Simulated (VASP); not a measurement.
# MnO (P4/nmm) in VASP: single point with LDA+U

Aim: the single point of MnO with LDA+U.

All numbers are computed with VASP 6.6.1; they aren't measurements. Logs are shortened: lines on timing, memory, paths and dates and some standing lists are left out, and cuts for length are marked.

**1. The cell of the first run**

Symmetry: P4/nmm, No. 129, tetragonal system. The conventional cell has a = 3.325 Å, b = 3.325 Å, c = 4.868 Å, α = 90.00°, β = 90.00°, γ = 90.00°. Mn (site symmetry -4m2) has 4 O at 2.11 Å and 4 Mn at 2.35 Å within 2.8 Å. O (site symmetry 4mm) has 4 Mn at 2.11 Å within 2.8 Å.

**2. Single point, LDA+U, collinear spin, ferromagnetic start**

The input, INCAR:

```
ALGO     = Normal         # electronic algorithm
EDIFF    = 1E-6           # SCF threshold, eV
ENCUT    = 520            # plane-wave cutoff, eV
ISIF     = 2              # what is computed and relaxed
ISMEAR   = 0              # smearing method
ISPIN    = 2              # spin polarisation
LASPH    = T              # aspherical terms in the spheres
LCHARG   = F              # write CHGCAR
LDAU     = T              # DFT+U
LDAUJ    = 0 0          
LDAUL    = 2 -1           # shell
LDAUPRINT= 1            
LDAUTYPE = 2            
LDAUU    = 4 0            # U, eV
LMAXMIX  = 4              # l up to which the mixer works
LORBIT   = 11             # projections on sites
LREAL    = F              # projectors in reciprocal space
LWAVE    = F              # write WAVECAR
MAGMOM   = 5 5 0 0        # initial moments
NBANDS   = 31             # bands
NELM     = 150            # most SCF steps
PREC     = Accurate       # precision mode
SIGMA    = 0.05           # smearing width, eV
```

The input, KPOINTS:

```
k-points
0
Gamma
  6 6 4
```

The input, POSCAR:

```
MnO
1.0
    3.3245797900      0.0000000000      0.0000000000
    0.0000000000      3.3245797900      0.0000000000
    0.0000000000      0.0000000000      4.8678197500
Mn O
2 2
Direct
    0.0000000000      0.0000000000      0.0000000000
    0.5000000000      0.5000000000      0.0000000000
    0.5000000000      0.0000000000      0.2670000000
    0.0000000000      0.5000000000      0.7330000000
```

Potentials or basis: VASP PAW LDA potentials, release 64 (Mn_pv, O).

On the command line:

```bash
cat potpaw_LDA.64/Mn_pv/POTCAR potpaw_LDA.64/O/POTCAR > POTCAR
mpirun -np 1 vasp_std > vasp.out
```

OUTCAR:

```text
EDIFF = 1E-6
   ENCUT = 520
   ISIF = 2
   ISMEAR = 0
   ISPIN = 2
   LASPH = T
   LORBIT = 11
   LREAL = F
   NELM = 150
   PREC = Accurate

 ion  position               nearest neighbor table
   1  0.000  0.000  0.000-   3 2.11   4 2.11   4 2.11   3 2.11   2 2.35   2 2.35   2 2.35   2 2.35

   2  0.500  0.500  0.000-   3 2.11   4 2.11   3 2.11   4 2.11   1 2.35   1 2.35   1 2.35   1 2.35

   3  0.500  0.000  0.267-   1 2.11   2 2.11   2 2.11   1 2.11
   4  0.000  0.500  0.733-   1 2.11   2 2.11   1 2.11   2 2.11

  LATTYP: Found a simple tetragonal cell.
 ALAT       =     3.3245797900
 C/A-ratio  =     1.4641909828

  Lattice vectors:

 A1 = (   3.3245797900,   0.0000000000,   0.0000000000)
 A2 = (   0.0000000000,   3.3245797900,   0.0000000000)
 A3 = (   0.0000000000,   0.0000000000,   4.8678197500)

Analysis of symmetry for initial positions (statically):
=====================================================================
 Subroutine PRICEL returns:
 Original cell was already a primitive cell.

 Routine SETGRP: Setting up the symmetry group for a
 simple tetragonal supercell.

 Subroutine GETGRP returns: Found 16 space group operations
 (whereof  8 operations were pure point group operations)
 out of a pool of 16 trial point group operations.

The static configuration has the point symmetry D_2d.
 The point group associated with its full space group is D_4h.

Analysis of symmetry for dynamics (positions and initial velocities):
=====================================================================
 Subroutine PRICEL returns:
 Original cell was already a primitive cell.

 Routine SETGRP: Setting up the symmetry group for a
 simple tetragonal supercell.

 Subroutine GETGRP returns: Found 16 space group operations
 (whereof  8 operations were pure point group operations)
 out of a pool of 16 trial point group operations.

The dynamic configuration has the point symmetry D_2d.
 The point group associated with its full space group is D_4h.

Analysis of structural, dynamic, and magnetic symmetry:
=====================================================================
 Subroutine PRICEL returns:
 Original cell was already a primitive cell.

 Routine SETGRP: Setting up the symmetry group for a
 simple tetragonal supercell.

 Subroutine GETGRP returns: Found 16 space group operations
 (whereof  8 operations were pure point group operations)
 out of a pool of 16 trial point group operations.

The overall configuration has the point symmetry D_2d.
 The point group associated with its full space group is D_4h.

 Subroutine INISYM returns: Found 16 space group operations
 (whereof  8 operations are pure point group operations),
 and found     1 'primitive' translations

----------------------------------------------------------------------------------------

                                     Primitive cell

  volume of cell :      53.8032

  direct lattice vectors                    reciprocal lattice vectors
     3.324579790  0.000000000  0.000000000     0.300789893  0.000000000  0.000000000
     0.000000000  3.324579790  0.000000000     0.000000000  0.300789893  0.000000000
     0.000000000  0.000000000  4.867819750     0.000000000  0.000000000  0.205430778

  length of vectors
     3.324579790  3.324579790  4.867819750     0.300789893  0.300789893  0.205430778

  position of ions in fractional coordinates (direct lattice)
     0.000000000  0.000000000  0.000000000
     0.500000000  0.500000000  0.000000000
     0.500000000  0.000000000  0.267000000
     0.000000000  0.500000000  0.733000000

  ion indices of the primitive-cell ions
   primitive index   ion index
                 1           1
                 2           2
                 3           3
[... 95 lines left out ...]
  Fermi-wavevector in a.u.,A,eV,Ry     =   1.457919  2.755067 28.919557  2.125527
  Thomas-Fermi vector in A             =   2.574664
   LORBIT       =     11    0 simple, 1 ext, 2 COOP (PROOUT), +10 PAW based schemes
 LDA+U is selected, type is set to LDAUTYPE =  2
   angular momentum for each species LDAUL =     2   -1
   U (eV)           for each species LDAUU =   4.0  0.0
   J (eV)           for each species LDAUJ =   0.0  0.0
   GGA     = CA    functional components
   LHFCALC =     F    Hartree Fock is set to
   AEXX    =    0.0000 exact exchange contribution
   IVDW    =     0    specifies the selected vdW correction
   LEPSILON=     F    determine dielectric tensor
   LRPA    =     F    only Hartree local field effects (RPA)
 spin polarized calculation
 Gauss-broadening in eV      SIGMA  =   0.05
  energy-cutoff  :      520.00
  volume of cell :       53.80
 maximum number of plane-waves:      1464
 NGX is ok and might be reduce to    28
   NGX = 13   NGY = 13   NGZ = 19

 number of electron      38.0000039 magnetization      10.0083552

atom =   1  type =  1  l = 2

 onsite density matrix

spin component  1

  0.9444  0.0000  0.0000 -0.0000  0.0000
  0.0000  0.9530  0.0000  0.0000  0.0000
  0.0000  0.0000  0.9440 -0.0000  0.0000
 -0.0000  0.0000 -0.0000  0.9530 -0.0000
  0.0000  0.0000  0.0000 -0.0000  0.9496

spin component  2

  0.0453 -0.0000  0.0000 -0.0000 -0.0000
 -0.0000  0.0798 -0.0000  0.0000 -0.0000
  0.0000 -0.0000  0.0387 -0.0000 -0.0000
 -0.0000  0.0000 -0.0000  0.0798  0.0000
 -0.0000 -0.0000 -0.0000  0.0000  0.1064

 occupancies and eigenvectors

  o =  0.0387  v =  0.0000  0.0000  0.0000  0.0000  0.0000  0.0000 -0.0000  1.0000 -0.0000  0.0000      0.0000  0.0000  0.0000  0.0000  0.0000  0.0000  0.0000  0.0000  0.0000  0.0000
  o =  0.0453  v =  0.0000  0.0000  0.0000  0.0000  0.0000  1.0000  0.0000  0.0000  0.0000  0.0000      0.0000  0.0000  0.0000  0.0000  0.0000  0.0000  0.0000  0.0000  0.0000  0.0000
  o =  0.0798  v =  0.0000  0.0000  0.0000  0.0000  0.0000  0.0000 -0.9999 -0.0000 -0.0147 -0.0000      0.0000  0.0000  0.0000  0.0000  0.0000  0.0000  0.0000  0.0000  0.0000  0.0000
  o =  0.0798  v =  0.0000  0.0000  0.0000  0.0000  0.0000  0.0000 -0.0147  0.0000  0.9999  0.0000      0.0000  0.0000  0.0000  0.0000  0.0000  0.0000  0.0000  0.0000  0.0000  0.0000
  o =  0.1064  v =  0.0000  0.0000  0.0000  0.0000  0.0000  0.0000 -0.0000 -0.0000 -0.0000  1.0000      0.0000  0.0000  0.0000  0.0000  0.0000  0.0000  0.0000  0.0000  0.0000  0.0000
  o =  0.9440  v =  0.0000  0.0000  1.0000  0.0000 -0.0000  0.0000  0.0000  0.0000  0.0000  0.0000      0.0000  0.0000  0.0000  0.0000  0.0000  0.0000  0.0000  0.0000  0.0000  0.0000
  o =  0.9444  v =  1.0000  0.0000  0.0000  0.0000  0.0000  0.0000  0.0000  0.0000  0.0000  0.0000      0.0000  0.0000  0.0000  0.0000  0.0000  0.0000  0.0000  0.0000  0.0000  0.0000
  o =  0.9496  v =  0.0000 -0.0000 -0.0000  0.0000 -1.0000  0.0000  0.0000  0.0000  0.0000  0.0000      0.0000  0.0000  0.0000  0.0000  0.0000  0.0000  0.0000  0.0000  0.0000  0.0000
  o =  0.9530  v =  0.0000  0.0004 -0.0000  1.0000  0.0000  0.0000  0.0000  0.0000  0.0000  0.0000      0.0000  0.0000  0.0000  0.0000  0.0000  0.0000  0.0000  0.0000  0.0000  0.0000
  o =  0.9530  v =  0.0000 -1.0000  0.0000  0.0004  0.0000  0.0000  0.0000  0.0000  0.0000  0.0000      0.0000  0.0000  0.0000  0.0000  0.0000  0.0000  0.0000  0.0000  0.0000  0.0000

atom =   2  type =  1  l = 2

 onsite density matrix

spin component  1

  0.9444  0.0000  0.0000  0.0000  0.0000
  0.0000  0.9530  0.0000  0.0000 -0.0000
  0.0000  0.0000  0.9440 -0.0000  0.0000
  0.0000  0.0000 -0.0000  0.9530  0.0000
  0.0000 -0.0000  0.0000  0.0000  0.9496

spin component  2

  0.0453 -0.0000  0.0000 -0.0000 -0.0000
 -0.0000  0.0798 -0.0000  0.0000 -0.0000
  0.0000 -0.0000  0.0387 -0.0000  0.0000
 -0.0000  0.0000 -0.0000  0.0798 -0.0000
 -0.0000 -0.0000  0.0000 -0.0000  0.1064

 occupancies and eigenvectors

  o =  0.0387  v =  0.0000  0.0000  0.0000  0.0000  0.0000  0.0000 -0.0000 -1.0000  0.0000  0.0000      0.0000  0.0000  0.0000  0.0000  0.0000  0.0000  0.0000  0.0000  0.0000  0.0000
  o =  0.0453  v =  0.0000  0.0000  0.0000  0.0000  0.0000  1.0000  0.0000  0.0000  0.0000  0.0000      0.0000  0.0000  0.0000  0.0000  0.0000  0.0000  0.0000  0.0000  0.0000  0.0000
  o =  0.0798  v =  0.0000  0.0000  0.0000  0.0000  0.0000  0.0000 -0.3456  0.0000  0.9384 -0.0000      0.0000  0.0000  0.0000  0.0000  0.0000  0.0000  0.0000  0.0000  0.0000  0.0000
  o =  0.0798  v =  0.0000  0.0000  0.0000  0.0000  0.0000  0.0000 -0.9384  0.0000 -0.3456 -0.0000      0.0000  0.0000  0.0000  0.0000  0.0000  0.0000  0.0000  0.0000  0.0000  0.0000
  o =  0.1064  v =  0.0000  0.0000  0.0000  0.0000  0.0000  0.0000 -0.0000  0.0000  0.0000  1.0000      0.0000  0.0000  0.0000  0.0000  0.0000  0.0000  0.0000  0.0000  0.0000  0.0000
  o =  0.9440  v =  0.0000  0.0000  1.0000 -0.0000  0.0000  0.0000  0.0000  0.0000  0.0000  0.0000      0.0000  0.0000  0.0000  0.0000  0.0000  0.0000  0.0000  0.0000  0.0000  0.0000
  o =  0.9444  v =  1.0000  0.0000  0.0000  0.0000  0.0000  0.0000  0.0000  0.0000  0.0000  0.0000      0.0000  0.0000  0.0000  0.0000  0.0000  0.0000  0.0000  0.0000  0.0000  0.0000
  o =  0.9496  v =  0.0000  0.0000  0.0000  0.0000 -1.0000  0.0000  0.0000  0.0000  0.0000  0.0000      0.0000  0.0000  0.0000  0.0000  0.0000  0.0000  0.0000  0.0000  0.0000  0.0000
  o =  0.9530  v =  0.0000  0.8236 -0.0000 -0.5672  0.0000  0.0000  0.0000  0.0000  0.0000  0.0000      0.0000  0.0000  0.0000  0.0000  0.0000  0.0000  0.0000  0.0000  0.0000  0.0000
  o =  0.9530  v =  0.0000  0.5672 -0.0000  0.8236  0.0000  0.0000  0.0000  0.0000  0.0000  0.0000      0.0000  0.0000  0.0000  0.0000  0.0000  0.0000  0.0000  0.0000  0.0000  0.0000

 number of electron      38.0000039 magnetization       9.9961767

 Free energy of the ion-electron system (eV)
  ---------------------------------------------------
  ext. energy  EPLUGINS =         0.00000000
  ---------------------------------------------------
  free energy    TOTEN  =       -27.18832720 eV

  energy without entropy =      -27.18796993  energy(sigma->0) =      -27.18814857

 E-fermi :   3.5218     XC(G=0): -10.8177

 val. band max:        3.4931327737   @ k =   0.0000   0.0000   0.0000
 cond. band min:       3.5520061091   @ k =   0.0000   0.0000   0.0000
 fundamental gap:      0.0588733354
 Fermi energy:         3.5217627060

 spin component 1

 k-point     1 :       0.0000    0.0000    0.0000
  band No.  band energies     occupation
      1     -46.4493      1.00000
      2     -46.4493      1.00000
      3     -45.9212      1.00000
      4     -45.8527      1.00000
      5     -45.8527      1.00000
      6     -45.7638      1.00000
[... 1625 lines left out ...]
     30      18.7605      0.00000
     31      19.0384      0.00000

 [... further k-points ...]
[... 5 lines left out ...]
  --------------------------------------------------------------------------------------
  -------------------------------------------------------------------------------------
  Total       13.0764456     13.0764456     -7.8157025      0.0000000      0.0000000     -0.0000000
  in kB      389.3967154    389.3967154   -232.7397648      0.0000000      0.0000000     -0.0000000
  external PRESSURE =     182.0178887 kB  Pullay stress =       0.0000000 kB

 VOLUME and BASIS-vectors are now :
 -----------------------------------------------------------------------------
  energy-cutoff  :      520.00
  volume of cell :       53.80
      direct lattice vectors                 reciprocal lattice vectors
     3.324579790  0.000000000  0.000000000     0.300789893  0.000000000  0.000000000
     0.000000000  3.324579790  0.000000000     0.000000000  0.300789893  0.000000000
     0.000000000  0.000000000  4.867819750     0.000000000  0.000000000  0.205430778

 POSITION                                       TOTAL-FORCE (eV/Angst)
 -----------------------------------------------------------------------------------
      0.00000      0.00000      0.00000         0.000000      0.000000     -0.000000
      1.66229      1.66229      0.00000        -0.000000     -0.000000     -0.000000
      1.66229      0.00000      1.29971         0.000000      0.000000     -2.577754
      0.00000      1.66229      3.56811        -0.000000      0.000000      2.577754
 -----------------------------------------------------------------------------------
    total drift:                                0.000000      0.000000     -0.000000

  FREE ENERGIE OF THE ION-ELECTRON SYSTEM (eV)
  ---------------------------------------------------
  free  energy   TOTEN  =       -27.1883271957 eV

  energy  without entropy=      -27.1879699348  energy(sigma->0) =      -27.18814857

 total charge

# of ion       s       p       d       tot
------------------------------------------
    1        0.322   6.308   5.068  11.698
    2        0.322   6.308   5.068  11.698
    3        1.566   3.333   0.000   4.898
    4        1.566   3.333   0.000   4.898
--------------------------------------------------
tot          3.775  19.281  10.136  33.192

 magnetization (x)

# of ion       s       p       d       tot
------------------------------------------
    1        0.020   0.069   4.383   4.472
    2        0.020   0.069   4.383   4.472
    3        0.010   0.265   0.000   0.275
    4        0.010   0.265   0.000   0.275
--------------------------------------------------
tot          0.061   0.667   8.765   9.494
```

Run time: 49 s. Hardware: 1 thread of Intel Xeon Platinum 8488C (Sapphire Rapids), shared host; peak memory 0.2 GiB.

Results:

| Item | Value |
| --- | --- |
| Free energy | -27.1883 eV |
| Pressure | 18.2 GPa |
| Largest force | 2.578 eV/Å |
| Net moment | 10.00 μB per cell |
| Site moments | Mn +4.47; O +0.28 μB |
| Valence electrons inside the program's atomic spheres | Mn 11.70; O 4.90 |

Forces on the atoms (eV/Å):
```
Mn   0.000  0.000  0.000
Mn   0.000  0.000  0.000
O    0.000  0.000 -2.578
O    0.000  0.000  2.578
```

Levels at points of the mesh, in eV from the Fermi level:
Spin up:
```
           k point  band 20  band 21  band 22  band 23  band 24  band 25  band 26  band 27  band 28  band 29
(0.00, 0.00, 0.00)    -1.75    -1.39    -0.93    -0.03    -0.03     0.03     5.20     9.93     9.93    10.54
(0.50, 0.00, 0.00)    -3.51    -0.83    -0.83    -0.51    -0.51     4.27     4.27     9.21     9.21    11.38
(0.50, 0.50, 0.00)    -2.80    -2.28    -2.28    -1.05    -1.05     4.49     4.49     8.97     8.97    12.49
(0.00, 0.00, 0.50)    -1.59    -1.40    -1.39    -0.20    -0.20     1.56     4.23     9.89     9.89    11.67
(0.50, 0.00, 0.50)    -3.71    -0.47    -0.47    -0.43    -0.43     4.22     4.22     8.11     8.11    12.93
(0.50, 0.50, 0.50)    -2.80    -2.69    -2.69    -0.90    -0.90     5.33     5.33     8.91     8.91    11.46
```
Spin down:
```csv
k point,band 12,band 13,band 14,band 15,band 16,band 17
"(0.00, 0.00, 0.00)",-3.03,-2.59,-2.59,0.05,0.86,1.23
"(0.50, 0.00, 0.00)",-3.30,-2.72,-2.72,1.55,1.55,2.22
"(0.50, 0.50, 0.00)",-2.73,-2.63,-2.63,0.65,0.65,1.09
"(0.00, 0.00, 0.50)",-3.22,-2.37,-2.37,0.05,1.49,2.21
"(0.50, 0.00, 0.50)",-2.78,-2.73,-2.73,1.70,1.70,2.20
"(0.50, 0.50, 0.50)",-3.23,-2.73,-2.73,0.73,0.73,1.25
```

Eigenvalues of the final occupation matrices:
```
    site  spin  trace               eigenvalues
site 1 d     1   4.74  0.94 0.94 0.95 0.95 0.95
site 1 d     2   0.35  0.04 0.05 0.08 0.08 0.11
site 2 d     1   4.74  0.94 0.94 0.95 0.95 0.95
site 2 d     2   0.35  0.04 0.05 0.08 0.08 0.11
```

Caveat: only a ferromagnetic start was run, and an antiferromagnetic order may lie lower in energy; forces of over 1 eV/Å act on the atoms, so gaps and moduli don't describe the material at rest. The state reached can hang on the start; a lower one may exist.
